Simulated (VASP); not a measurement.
# MgO in VASP: notebook, part 2 of 2

VASP 6.6.1.

## Step 4: Single point, PBE

This run uses another cell than the first one, of the same volume but with other edges.

The input, INCAR:

```
  PREC = Accurate
  ENCUT = 520
  EDIFF = 1E-7
  ISMEAR = 0
  SIGMA = 0.05
  LREAL = F
  LASPH = T
  NELM = 60
  ALGO = Normal
  ISIF = 2
  LWAVE = F
  LCHARG = F
  GGA = PE
  ISYM = 0
  NBANDS = 36
```

The input, KPOINTS:

```
Automatic mesh
0
Gamma
  7 7 2
```

The input, POSCAR:

```
MgO
1.0
   -3.5213164963      0.0000000000      0.0000000000
   -1.7606582481     -3.0495495406      0.0000000000
   -2.2008228102     -2.7954204122     12.7181472718
Mg O
6 6
Direct
    0.6527750000      0.5902625000      0.0833500000
    0.5972194444      0.2847069444      0.4166833333
    0.5416638889     -0.0208486111      0.7500166667
    0.1805527778     -0.5069597222      0.9166833333
    0.2916638889      0.1041513889      0.2500166667
    0.2361083333     -0.2014041667      0.5833500000
    0.5138861111     -0.1736263889      0.9166833333
    0.6249972222      0.4374847222      0.2500166667
    0.5694416667      0.1319291667      0.5833500000
    0.3194416667      0.2569291667      0.0833500000
    0.2638861111     -0.0486263889      0.4166833333
    0.2083305556     -0.3541819444      0.7500166667
```

Potentials or basis: VASP PAW PBE potentials, release 64 (Mg, O).

Run with:

```
> cat potpaw_PBE.64/Mg/POTCAR potpaw_PBE.64/O/POTCAR > POTCAR
> mpirun -np 1 vasp_std > vasp.out
```

OUTCAR:

```text
PREC = Accurate
   ENCUT = 520
   EDIFF = 1E-7
   ISMEAR = 0
   LREAL = F
   LASPH = T
   NELM = 60
   ISIF = 2
   GGA = PE
   ISYM = 0

 ion  position               nearest neighbor table
   1  0.653  0.590  0.083-  10 2.03  10 2.03  10 2.03   8 2.12   7 2.18   4 2.61   5 2.94   5 2.94
                             5 2.94   4 3.15   4 3.15
   2  0.597  0.285  0.417-  11 2.03  11 2.03  11 2.03   8 2.12   9 2.12   5 2.94   5 2.94   5 2.94
                             6 2.94   6 2.94   6 2.94
   3  0.542  0.979  0.750-  12 2.03  12 2.03  12 2.03   7 2.12   9 2.12   4 2.94   4 2.94   4 2.94
                             6 2.94   6 2.94   6 2.94
   4  0.181  0.493  0.917-   7 2.03   7 2.03   7 2.03  12 2.12  10 2.18   1 2.61   3 2.94   3 2.94
                             3 2.94   1 3.15   1 3.15
   5  0.292  0.104  0.250-   8 2.03   8 2.03   8 2.03  11 2.12  10 2.12   2 2.94   2 2.94   2 2.94
                             1 2.94   1 2.94   1 2.94
   6  0.236  0.799  0.583-   9 2.03   9 2.03   9 2.03  12 2.12  11 2.12   3 2.94   2 2.94   3 2.94
                             2 2.94   2 2.94   3 2.94
   7  0.514  0.826  0.917-   4 2.03   4 2.03   4 2.03   3 2.12   1 2.18
   8  0.625  0.437  0.250-   5 2.03   5 2.03   5 2.03   2 2.12   1 2.12
   9  0.569  0.132  0.583-   6 2.03   6 2.03   6 2.03   3 2.12   2 2.12
  10  0.319  0.257  0.083-   1 2.03   1 2.03   1 2.03   5 2.12   4 2.18
  11  0.264  0.951  0.417-   2 2.03   2 2.03   2 2.03   5 2.12   6 2.12
  12  0.208  0.646  0.750-   3 2.03   3 2.03   3 2.03   4 2.12   6 2.12

IMPORTANT INFORMATION: All symmetrisations will be switched off!
NOSYMM: (Re-)initialisation of all symmetry stuff for point group C_1.

----------------------------------------------------------------------------------------

                                     Primitive cell

  volume of cell :     136.5729

  direct lattice vectors                    reciprocal lattice vectors
    -3.521316496  0.000000000  0.000000000    -0.283984697  0.163958642 -0.013104634
    -1.760658248 -3.049549541  0.000000000     0.000000000 -0.327917283 -0.072075488
    -2.200822810 -2.795420412 12.718147272     0.000000000  0.000000000  0.078627805

  length of vectors
     3.521316496  3.521316496 13.206410048     0.328179030  0.335744874  0.078627805
[... 161 lines left out ...]

 number of electron      48.0000002 magnetization

 Free energy of the ion-electron system (eV)
  ---------------------------------------------------
  ext. energy  EPLUGINS =         0.00000000
  ---------------------------------------------------
  free energy    TOTEN  =       -70.59660978 eV

  energy without entropy =      -70.59660978  energy(sigma->0) =      -70.59660978

 E-fermi :   2.0855     XC(G=0):  -9.9299

 val. band max:        1.8616231917   @ k =   0.0000   0.0000   0.0000
 cond. band min:       4.9962935514   @ k =   0.0000   0.0000   0.0000
 fundamental gap:      3.1346703598
 Fermi energy:         2.0855349257

 k-point     1 :       0.0000    0.0000    0.0000
  band No.  band energies     occupation
      1     -14.9821      2.00000
      2     -14.6598      2.00000
      3     -14.6570      2.00000
      4     -14.0066      2.00000
      5     -13.9898      2.00000
      6     -13.6635      2.00000
[... 925 lines left out ...]
     35      12.9949      0.00000
     36      13.2023      0.00000

 [... further k-points ...]

------------------------ aborting loop because EDIFF is reached ----------------------------------------

  FORCE on cell =-STRESS in cart. coord.  units (eV):
  Direction    XX          YY          ZZ          XY          YZ          ZX
  --------------------------------------------------------------------------------------
  -------------------------------------------------------------------------------------
  Total       -1.3004041     -0.5376011      0.4590938      0.6607615     -1.7958323      3.1106355
  in kB      -15.2554247     -6.3067578      5.3857649      7.7515887    -21.0674391     36.4917840
  external PRESSURE =      -5.3921392 kB  Pullay stress =       0.0000000 kB

 VOLUME and BASIS-vectors are now :
 -----------------------------------------------------------------------------
  energy-cutoff  :      520.00
  volume of cell :      136.57
      direct lattice vectors                 reciprocal lattice vectors
    -3.521316496  0.000000000  0.000000000    -0.283984697  0.163958642 -0.013104634
    -1.760658248 -3.049549541  0.000000000     0.000000000 -0.327917283 -0.072075488
    -2.200822810 -2.795420412 12.718147272     0.000000000  0.000000000  0.078627805

 POSITION                                       TOTAL-FORCE (eV/Angst)
 -----------------------------------------------------------------------------------
     -3.52132     -2.03303      1.06006         0.846701     -0.488783      0.435283
     -3.52132     -2.03303      5.29944         0.000302     -0.000110      0.000817
     -5.28197     -5.08258      9.53882        -0.021650      0.012561     -0.007256
     -3.52132     -4.06607     11.65851        -0.846485      0.488784     -0.435305
     -1.76066     -1.01652      3.17975         0.021861     -0.012560      0.007220
     -3.52132     -4.06607      7.41913        -0.000087      0.000109     -0.000841
     -5.28197     -5.08258     11.65851        -0.554326      0.319885     -0.034425
     -3.52132     -2.03303      3.17975         0.002118     -0.001177     -0.002253
     -3.52132     -2.03303      7.41913         0.000571     -0.000460     -0.000514
     -1.76066     -1.01652      1.06006         0.553902     -0.319911      0.034462
     -3.52132     -4.06607      5.29944        -0.000967      0.000410      0.000477
     -3.52132     -4.06607      9.53882        -0.001940      0.001252      0.002337
 -----------------------------------------------------------------------------------
    total drift:                               -0.001255     -0.000011      0.000164

  FREE ENERGIE OF THE ION-ELECTRON SYSTEM (eV)
  ---------------------------------------------------
  free  energy   TOTEN  =       -70.5966097805 eV

  energy  without entropy=      -70.5966097805  energy(sigma->0) =      -70.59660978
```

stdout:

```text
POSCAR found type information on POSCAR MgO
 POSCAR found :  2 types and      12 ions
 scaLAPACK will be used
 LDA part: xc-table for (Slater+PW92), standard interpolation
 -----------------------------------------------------------------------------
|                                                                             |
|           W    W    AA    RRRRR   N    N  II  N    N   GGGG   !!!           |
|           W    W   A  A   R    R  NN   N  II  NN   N  G    G  !!!           |
|           W    W  A    A  R    R  N N  N  II  N N  N  G       !!!           |
|           W WW W  AAAAAA  RRRRR   N  N N  II  N  N N  G  GGG   !            |
|           WW  WW  A    A  R   R   N   NN  II  N   NN  G    G                |
|           W    W  A    A  R    R  N    N  II  N    N   GGGG   !!!           |
|                                                                             |
|     Your reciprocal lattice and k-lattice belong to different lattice       |
|     classes:                                                                |
|                                                                             |
|        The reciprocal lattice is base-centered monoclinic,                  |
|        whereas your k-lattice is triclinic.                                 |
|                                                                             |
|     Results are often still useful ...                                      |
|                                                                             |
 -----------------------------------------------------------------------------

 POSCAR, INCAR and KPOINTS ok, starting setup
 FFT: planning ... GRIDC
 FFT: planning ... GRID_SOFT
 FFT: planning ... GRID
 WAVECAR not read
 entering main loop
```

It took 2.3 min on 1 thread of Intel Xeon 6975P-C (Granite Rapids), shared host; peak memory 0.36 GiB.

Results:

```yaml
Free_energy: -70.5966 eV
Pressure: -0.5 GPa
Largest_force: 1.070 eV/Å
Band_gap_on_the_k_mesh: 3.13 eV
```

Forces on the atoms (eV/Å):
```
Mg   0.847 -0.489  0.435
Mg   0.000  0.000  0.001
Mg  -0.022  0.013 -0.007
Mg  -0.846  0.489 -0.435
Mg   0.022 -0.013  0.007
Mg   0.000  0.000 -0.001
O   -0.554  0.320 -0.034
O    0.002 -0.001 -0.002
O    0.001  0.000 -0.001
O    0.554 -0.320  0.034
O   -0.001  0.000  0.000
O   -0.002  0.001  0.002
```

Levels at points of the mesh, in eV from the valence-band top:
| k point | band 20 | band 21 | band 22 | band 23 | band 24 | band 25 | band 26 | band 27 | band 28 | band 29 |
| --- | --- | --- | --- | --- | --- | --- | --- | --- | --- | --- |
| (0.00, 0.00, 0.00) | -1.02 | -0.99 | -0.88 | -0.71 | 0.00 | 3.13 | 4.79 | 4.90 | 7.41 | 7.51 |
| (0.00, 0.00, 0.50) | -0.90 | -0.88 | -0.73 | -0.56 | -0.45 | 3.63 | 3.76 | 6.10 | 6.21 | 8.57 |

Caveat: an odd mesh through Γ misses points on the zone boundary, where band edges can lie; forces of over 1 eV/Å act on the atoms, so gaps and moduli don't describe the material at rest.

## Step 5: Single point, PBE

This run uses another cell than the first one, of the same volume but with other edges.

The input, INCAR:

```
ALGO = Normal
EDIFF = 1E-7
ENCUT = 520
GGA = PE
ISIF = 2
ISMEAR = 0
LASPH = T
LCHARG = F
LREAL = F
LWAVE = F
NBANDS = 36
NELM = 80
PREC = Accurate
SIGMA = 0.05
```

The input, KPOINTS:

```
k-points
0
Gamma
  7 7 2
```

The input, POSCAR:

```
MgO
1.0
   -3.5213164963      0.0000000000      0.0000000000
   -1.7606582481     -3.0495495406      0.0000000000
   -2.7877088929     -1.7789038987     12.7181472718
Mg O
6 6
Direct
    0.6249916667      0.6180458333      0.0833500000
    0.4583250000      0.4236013889      0.4166833333
    0.2916583333      0.2291569444      0.7500166667
   -0.1250083333     -0.2013986111      0.9166833333
    0.2083250000      0.1874902778      0.2500166667
    0.0416583333     -0.0069541667      0.5833500000
    0.2083250000      0.1319347222      0.9166833333
    0.5416583333      0.5208236111      0.2500166667
    0.3749916667      0.3263791667      0.5833500000
    0.2916583333      0.2847125000      0.0833500000
    0.1249916667      0.0902680556      0.4166833333
   -0.0416750000     -0.1041763889      0.7500166667
```

Potentials or basis: VASP PAW PBE potentials, release 64 (Mg, O).

Run with:

```
> cat potpaw_PBE.64/Mg/POTCAR potpaw_PBE.64/O/POTCAR > POTCAR
> mpirun -np 1 vasp_std > vasp.out
```

OUTCAR:

```text
EDIFF = 1E-7
   ENCUT = 520
   GGA = PE
   ISIF = 2
   ISMEAR = 0
   LASPH = T
   LREAL = F
   NELM = 80
   PREC = Accurate

 ion  position               nearest neighbor table
   1  0.625  0.618  0.083-  10 2.03  10 2.03  10 2.03   8 2.12   4 2.26   7 2.68   5 2.94   5 2.94
                             5 2.94   4 3.51   4 3.66
   2  0.458  0.424  0.417-  11 2.03  11 2.03  11 2.03   8 2.12   9 2.12   5 2.94   5 2.94   5 2.94
                             6 2.94   6 2.94   6 2.94
   3  0.292  0.229  0.750-  12 2.03  12 2.03  12 2.03   7 2.12   9 2.12   4 2.94   4 2.94   4 2.94
                             6 2.94   6 2.94   6 2.94
   4  0.875  0.799  0.917-   7 2.03   7 2.03   7 2.03  12 2.12   1 2.26  10 2.68   3 2.94   3 2.94
                             3 2.94   1 3.51   1 3.66
   5  0.208  0.187  0.250-   8 2.03   8 2.03   8 2.03  11 2.12  10 2.12   2 2.94   2 2.94   2 2.94
                             1 2.94   1 2.94   1 2.94
   6  0.042  0.993  0.583-   9 2.03   9 2.03   9 2.03  12 2.12  11 2.12   2 2.94   3 2.94   2 2.94
                             3 2.94   3 2.94   2 2.94
   7  0.208  0.132  0.917-   4 2.03   4 2.03   4 2.03   3 2.12   1 2.68
   8  0.542  0.521  0.250-   5 2.03   5 2.03   5 2.03   2 2.12   1 2.12
   9  0.375  0.326  0.583-   6 2.03   6 2.03   6 2.03   3 2.12   2 2.12
  10  0.292  0.285  0.083-   1 2.03   1 2.03   1 2.03   5 2.12   4 2.68
  11  0.125  0.090  0.417-   2 2.03   2 2.03   2 2.03   5 2.12   6 2.12
  12  0.958  0.896  0.750-   3 2.03   3 2.03   3 2.03   4 2.12   6 2.12

  LATTYP: Found a triclinic cell.
 ALAT       =     6.0990990812
 B/A-ratio  =     0.5773502692
 C/A-ratio  =     2.5447166839
 COS(alpha) =     0.0094534143
 COS(beta)  =     0.2947282913
 COS(gamma) =     0.8660254038

  Lattice vectors:

 A1 = (  -5.2819747445,   3.0495495406,   0.0000000000)
 A2 = (  -1.7606582482,   3.0495495406,   0.0000000000)
 A3 = (  -7.7762405959,  -4.3201951825, -12.7181472718)

Analysis of symmetry for initial positions (statically):
=====================================================================
 Subroutine PRICEL returns:
 Original cell was already a primitive cell.

[... 176 lines left out ...]
  energy-cutoff  :      520.00
  volume of cell :      136.57
 maximum number of plane-waves:      3725
 NGX is ok and might be reduce to    28

 number of electron      47.9999998 magnetization

 Free energy of the ion-electron system (eV)
  ---------------------------------------------------
  ext. energy  EPLUGINS =         0.00000000
  ---------------------------------------------------
  free energy    TOTEN  =       -68.44567604 eV

  energy without entropy =      -68.44567604  energy(sigma->0) =      -68.44567604

 E-fermi :   2.5464     XC(G=0):  -9.9549

 val. band max:        2.2473594745   @ k =   0.0000   0.0000   0.0000
 cond. band min:       4.6733695613   @ k =   0.0000   0.0000   0.0000
 fundamental gap:      2.4260100868
 Fermi energy:         2.5464234195

 k-point     1 :       0.0000    0.0000    0.0000
  band No.  band energies     occupation
      1     -14.9010      2.00000
      2     -14.5834      2.00000
      3     -14.5603      2.00000
      4     -13.9304      2.00000
      5     -13.8692      2.00000
      6     -13.5147      2.00000
[... 925 lines left out ...]
     35      13.0131      0.00000
     36      13.1355      0.00000

 [... further k-points ...]

------------------------ aborting loop because EDIFF is reached ----------------------------------------

  FORCE on cell =-STRESS in cart. coord.  units (eV):
  Direction    XX          YY          ZZ          XY          YZ          ZX
  --------------------------------------------------------------------------------------
  -------------------------------------------------------------------------------------
  Total       -2.2604177     -4.9855962      7.7764151      2.9592767     -0.8198424      1.5199309
  in kB      -26.5176277    -58.4875032     91.2274240     34.7161493     -9.6178130     17.8307592
  external PRESSURE =       2.0740977 kB  Pullay stress =       0.0000000 kB

 VOLUME and BASIS-vectors are now :
 -----------------------------------------------------------------------------
  energy-cutoff  :      520.00
  volume of cell :      136.57
      direct lattice vectors                 reciprocal lattice vectors
    -3.521316496  0.000000000  0.000000000    -0.283984697  0.163958642 -0.039313902
    -1.760658248 -3.049549541  0.000000000     0.000000000 -0.327917283 -0.045866219
    -2.787708893 -1.778903899 12.718147272     0.000000000  0.000000000  0.078627805

 POSITION                                       TOTAL-FORCE (eV/Angst)
 -----------------------------------------------------------------------------------
     -3.52132     -2.03303      1.06006         1.487716      0.407360      3.162762
     -3.52132     -2.03303      5.29944        -0.001342     -0.001140      0.002326
     -3.52132     -2.03303      9.53882         0.014263      0.020201     -0.038315
     -7.04263     -4.06607     11.65851        -1.487716     -0.407360     -3.162762
     -1.76066     -1.01652      3.17975        -0.014263     -0.020201      0.038315
     -3.52132     -4.06607      7.41913         0.001342      0.001140     -0.002326
     -3.52132     -2.03303     11.65851         0.583711      0.648091     -0.675683
     -3.52132     -2.03303      3.17975        -0.043286     -0.026597     -0.011509
     -3.52132     -2.03303      7.41913         0.001072      0.000262     -0.002592
     -1.76066     -1.01652      1.06006        -0.583711     -0.648091      0.675683
     -1.76066     -1.01652      5.29944        -0.001072     -0.000262      0.002592
     -7.04263     -4.06607      9.53882         0.043286      0.026597      0.011509
 -----------------------------------------------------------------------------------
    total drift:                                0.000019      0.000022      0.000014

  FREE ENERGIE OF THE ION-ELECTRON SYSTEM (eV)
  ---------------------------------------------------
  free  energy   TOTEN  =       -68.4456760415 eV

  energy  without entropy=      -68.4456760415  energy(sigma->0) =      -68.44567604
```

stdout:

```text
POSCAR found type information on POSCAR MgO
 POSCAR found :  2 types and      12 ions
 scaLAPACK will be used
 LDA part: xc-table for (Slater+PW92), standard interpolation
 POSCAR, INCAR and KPOINTS ok, starting setup
 FFT: planning ... GRIDC
 FFT: planning ... GRID_SOFT
 FFT: planning ... GRID
 WAVECAR not read
 entering main loop
```

Wall time 2.6 min (1 thread of Intel Xeon 6975P-C (Granite Rapids), shared host); peak memory 0.36 GiB.

What came out:

* Free energy: -68.4457 eV
* Pressure: 0.2 GPa
* Largest force: 3.519 eV/Å
* Band gap on the k mesh: 2.43 eV

Forces on the atoms (eV/Å):
```
Mg   1.488  0.407  3.163
Mg  -0.001 -0.001  0.002
Mg   0.014  0.020 -0.038
Mg  -1.488 -0.407 -3.163
Mg  -0.014 -0.020  0.038
Mg   0.001  0.001 -0.002
O    0.584  0.648 -0.676
O   -0.043 -0.027 -0.012
O    0.001  0.000 -0.003
O   -0.584 -0.648  0.676
O   -0.001  0.000  0.003
O    0.043  0.027  0.012
```

Stress tensor (GPa, compression positive):
```
-2.65  3.47  1.78
 3.47 -5.85 -0.96
 1.78 -0.96  9.12
```

Caveat: an odd mesh through Γ misses points on the zone boundary, where band edges can lie; forces of over 1 eV/Å act on the atoms, so gaps and moduli don't describe the material at rest.

## Step 6: The runs side by side

```tsv
cell	gap on the mesh (eV)	pressure (GPa)	largest force (eV/Å)
a = 3.521, b = 3.521, c = 12.839 Å, angles 82.1, 86.1, 60.0°, 12 atoms	2.11	0.4	2.89
a = 3.521, b = 3.521, c = 12.782 Å, angles 84.7, 85.4, 60.0°, 12 atoms	1.92	0.5	2.65
a = 3.521, b = 3.521, c = 13.206 Å, angles 74.5, 80.4, 60.0°, 12 atoms	3.13	-0.5	1.07
a = 3.521, b = 3.521, c = 13.141 Å, angles 77.1, 77.8, 60.0°, 12 atoms	2.43	0.2	3.52
```

Alike in all rows: task single point; level PBE; potentials or basis VASP PAW PBE potentials, release 64 (Mg, O); no spin polarisation; k mesh 7 × 7 × 2; cutoff (eV) 520; smearing gaussian 0.05 eV.

Caveats: an odd mesh through Γ misses points on the zone boundary, where band edges can lie; forces of over 1 eV/Å act on the atoms, so gaps and moduli don't describe the material at rest.

Absolute energies hang on the potentials; compare differences alone.
